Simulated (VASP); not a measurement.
Crystal: In3Ga5P8.

```
CELL_PARAMETERS angstrom
11.21101 0.00000 0.00000
0.00000 11.21101 0.00000
0.00000 0.00000 11.21101
ATOMIC_POSITIONS crystal
Ga 0.00189 0.00026 0.99962
Ga 0.00012 0.00179 0.50229
Ga 0.99832 0.49961 0.49597
Ga 0.50109 0.00105 0.00012
Ga 0.49936 0.50072 0.50087
Ga 0.24986 0.24613 0.00210
Ga 0.24700 0.25382 0.50139
Ga 0.24878 0.74735 0.49950
Ga 0.74957 0.25250 0.99901
Ga 0.74792 0.25194 0.49990
Ga 0.75199 0.75278 0.00120
Ga 0.24670 0.00165 0.24599
Ga 0.24715 0.49639 0.74877
Ga 0.75105 0.99738 0.24961
Ga 0.75218 0.49779 0.24934
Ga 0.74997 0.50016 0.75057
Ga 0.99906 0.25005 0.24985
Ga 0.00215 0.75036 0.25292
Ga 0.50188 0.25112 0.24792
Ga 0.49996 0.24980 0.74972
In 0.99603 0.50174 0.99970
In 0.49852 0.00151 0.49885
In 0.50095 0.50103 0.99843
In 0.24810 0.74936 0.99870
In 0.75089 0.75079 0.50240
In 0.24971 0.00093 0.75002
In 0.25000 0.49756 0.24806
In 0.74709 0.99997 0.74936
In 0.00129 0.25292 0.74966
In 0.99949 0.75104 0.75081
In 0.50036 0.75077 0.25131
In 0.50327 0.74751 0.74632
P 0.12625 0.12670 0.12192
P 0.12769 0.12650 0.62487
P 0.12644 0.62586 0.12571
P 0.12574 0.62655 0.62044
P 0.62672 0.12460 0.12566
P 0.62732 0.12679 0.62694
P 0.62455 0.62311 0.12661
P 0.62518 0.62474 0.62359
P 0.37451 0.37583 0.12550
P 0.37557 0.37214 0.62866
P 0.37435 0.87612 0.12717
P 0.37412 0.87653 0.62724
P 0.87816 0.37781 0.12911
P 0.87572 0.37359 0.62777
P 0.87413 0.87522 0.12372
P 0.87425 0.87615 0.62696
P 0.37300 0.12336 0.37604
P 0.37284 0.12092 0.87346
P 0.37620 0.62475 0.37650
P 0.37621 0.62377 0.87786
P 0.87310 0.12471 0.37332
P 0.87555 0.12603 0.87365
P 0.87700 0.62463 0.37624
P 0.87773 0.62775 0.87193
P 0.12587 0.37383 0.37368
P 0.12600 0.37343 0.87236
P 0.12428 0.87628 0.37598
P 0.12437 0.87666 0.87315
P 0.62639 0.37577 0.38092
P 0.62528 0.37557 0.87631
P 0.62159 0.87000 0.37246
P 0.62345 0.87209 0.87537
```

```yaml
Program: VASP 6.6.1
Task: relaxation of volume and atoms at fixed shape
Functional: PBEsol
Potentials_or_basis: VASP PAW PBE potentials, release 64 (Ga_d, In_d, P)
Cutoff: 500 eV
k_mesh: 1 × 1 × 1, shifted
Occupations: fermi-dirac, width 0.05 eV
Spin: no spin polarisation
```

At the start: pressure 1.1 GPa; volume 22.02 Å³/atom.

Question: How do energy, volume and symmetry change on relaxing?

Answer: Over 14 steps the energy falls by 61.8 meV/atom and the volume is 21.96 Å³/atom (-0.2 %); space group P1 (No. 1, to 0.1 Å) before and after.

The path:
| step | energy change (eV) | largest force (eV/Å) | pressure (GPa) | volume (Å³) |
| --- | --- | --- | --- | --- |
| 1 | 0.0000 | 2.3751 | 1.10 | 1409.08 |
| 2 | -2.7674 | 0.8544 | -1.34 | 1440.18 |
| 3 | -2.9349 | 0.7098 | -1.96 | 1450.45 |
| 4 | -3.6049 | 0.6083 | 0.63 | 1397.76 |
| 5 | -3.6054 | 0.6079 | 0.63 | 1396.86 |
| 6 | -3.8425 | 0.2700 | 0.18 | 1403.29 |
| 7 | -3.8750 | 0.3205 | -0.04 | 1406.66 |
| 8 | -3.9245 | 0.1399 | -0.05 | 1406.59 |
| 9 | -3.9313 | 0.1314 | -0.06 | 1406.55 |
| 10 | -3.9431 | 0.0826 | 0.06 | 1404.53 |
| 11 | -3.9454 | 0.0597 | 0.14 | 1403.08 |
| 12 | -3.9503 | 0.0523 | -0.10 | 1407.47 |
| 13 | -3.9503 | 0.0510 | -0.09 | 1407.15 |
| 14 | -3.9534 | 0.0300 | 0.00 | 1405.71 |

Final structure:
```yaml
crystal:
  lattice:
    - [11.20207, 0.00000, 0.00000]
    - [0.00000, 11.20207, 0.00000]
    - [0.00000, 0.00000, 11.20207]
  atoms:
    - { symbol: Ga, position: [0.99739, 0.00317, 0.00942] }
    - { symbol: Ga, position: [0.00168, 0.00308, 0.49110] }
    - { symbol: Ga, position: [0.99930, 0.49718, 0.49663] }
    - { symbol: Ga, position: [0.50252, 0.00698, 0.00593] }
    - { symbol: Ga, position: [0.49946, 0.49314, 0.50168] }
    - { symbol: Ga, position: [0.25289, 0.24621, 0.00190] }
    - { symbol: Ga, position: [0.24899, 0.25188, 0.49680] }
    - { symbol: Ga, position: [0.24576, 0.74672, 0.49709] }
    - { symbol: Ga, position: [0.74873, 0.24806, 0.00532] }
    - { symbol: Ga, position: [0.74941, 0.25446, 0.49591] }
    - { symbol: Ga, position: [0.75231, 0.75150, 0.00491] }
    - { symbol: Ga, position: [0.24520, 0.00559, 0.24986] }
    - { symbol: Ga, position: [0.25138, 0.49409, 0.74337] }
    - { symbol: Ga, position: [0.75417, 0.00449, 0.24656] }
    - { symbol: Ga, position: [0.75248, 0.49507, 0.25264] }
    - { symbol: Ga, position: [0.74834, 0.49485, 0.74730] }
    - { symbol: Ga, position: [0.99706, 0.24563, 0.25186] }
    - { symbol: Ga, position: [0.99855, 0.75417, 0.25225] }
    - { symbol: Ga, position: [0.50182, 0.24820, 0.24989] }
    - { symbol: Ga, position: [0.50104, 0.25402, 0.75031] }
    - { symbol: In, position: [0.99593, 0.49830, 0.00204] }
    - { symbol: In, position: [0.49766, 0.00680, 0.49560] }
    - { symbol: In, position: [0.50508, 0.49454, 0.99821] }
    - { symbol: In, position: [0.24881, 0.75539, 0.00188] }
    - { symbol: In, position: [0.75466, 0.74610, 0.49654] }
    - { symbol: In, position: [0.25099, 0.00528, 0.74985] }
    - { symbol: In, position: [0.24847, 0.49508, 0.25567] }
    - { symbol: In, position: [0.74987, 0.00523, 0.75512] }
    - { symbol: In, position: [0.00030, 0.25219, 0.74851] }
    - { symbol: In, position: [0.00059, 0.74793, 0.74735] }
    - { symbol: In, position: [0.50173, 0.75186, 0.25053] }
    - { symbol: In, position: [0.50085, 0.74649, 0.75048] }
    - { symbol: P, position: [0.12277, 0.12717, 0.12605] }
    - { symbol: P, position: [0.12462, 0.12604, 0.60933] }
    - { symbol: P, position: [0.11878, 0.63169, 0.13389] }
    - { symbol: P, position: [0.12887, 0.61463, 0.61692] }
    - { symbol: P, position: [0.62663, 0.12659, 0.12812] }
    - { symbol: P, position: [0.62490, 0.13993, 0.62441] }
    - { symbol: P, position: [0.63884, 0.62229, 0.12728] }
    - { symbol: P, position: [0.62554, 0.61027, 0.62277] }
    - { symbol: P, position: [0.37638, 0.36219, 0.12627] }
    - { symbol: P, position: [0.37474, 0.37056, 0.62333] }
    - { symbol: P, position: [0.37471, 0.89188, 0.12749] }
    - { symbol: P, position: [0.36829, 0.86811, 0.61659] }
    - { symbol: P, position: [0.86845, 0.36548, 0.13302] }
    - { symbol: P, position: [0.86959, 0.38163, 0.61724] }
    - { symbol: P, position: [0.87586, 0.87619, 0.12786] }
    - { symbol: P, position: [0.88171, 0.88530, 0.61698] }
    - { symbol: P, position: [0.36643, 0.13449, 0.36653] }
    - { symbol: P, position: [0.38516, 0.13201, 0.88034] }
    - { symbol: P, position: [0.37745, 0.62321, 0.38756] }
    - { symbol: P, position: [0.36555, 0.61554, 0.86997] }
    - { symbol: P, position: [0.87289, 0.12574, 0.37394] }
    - { symbol: P, position: [0.87736, 0.12851, 0.89201] }
    - { symbol: P, position: [0.88376, 0.61683, 0.36667] }
    - { symbol: P, position: [0.85966, 0.62401, 0.87202] }
    - { symbol: P, position: [0.11508, 0.36549, 0.38057] }
    - { symbol: P, position: [0.13877, 0.37449, 0.87640] }
    - { symbol: P, position: [0.12516, 0.87545, 0.37268] }
    - { symbol: P, position: [0.11480, 0.88619, 0.88157] }
    - { symbol: P, position: [0.62259, 0.37467, 0.37289] }
    - { symbol: P, position: [0.63494, 0.36527, 0.86885] }
    - { symbol: P, position: [0.63468, 0.88477, 0.36852] }
    - { symbol: P, position: [0.62289, 0.87528, 0.89081] }
```

Caveat: the PAW data sets were made with another functional, which shifts forces and pressure a little.
